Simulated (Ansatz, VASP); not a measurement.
## Ge in VASP and in Ansatz

```xyz
6
Lattice="6.6821 0.0000 0.0000 0.0000 6.6821 0.0000 0.0000 0.0000 2.7879" Properties=species:S:1:pos:R:3 pbc="T T T"
Ge    0.9135    2.4275    0.6970
Ge    5.7685    4.2546    0.6970
Ge    2.4275    5.7685    2.0909
Ge    4.2546    0.9135    2.0909
Ge    3.3410    3.3410    0.0000
Ge    0.0000    0.0000    1.3940
```

Alike in both runs: functional PBE; k mesh 6 × 6 × 14; occupations gaussian, width 0.1 eV; no spin polarisation.

Ansatz relaxed the structure, and its values are those at the end. VASP's run is a single point on that final structure, the one shown.

|  | VASP | Ansatz |
| --- | --- | --- |
| version | VASP 6.6.1 | Ansatz 0.2.0 |
| potentials or method | VASP PAW PBE potentials, release 64 (Ge_d), cutoff 520 eV | scalar-relativistic, plane waves, PAW |
| valence electrons in the cell | 84 | 84 |

|  | VASP | Ansatz | Ansatz less VASP |
| --- | --- | --- | --- |
| gap on the k mesh at the Fermi level (eV) | none | none | - |
| pressure (GPa) | -0.1 | 0.0 | +0.06 |

A gap of «none» marks a metal or a gap that the smearing closes.
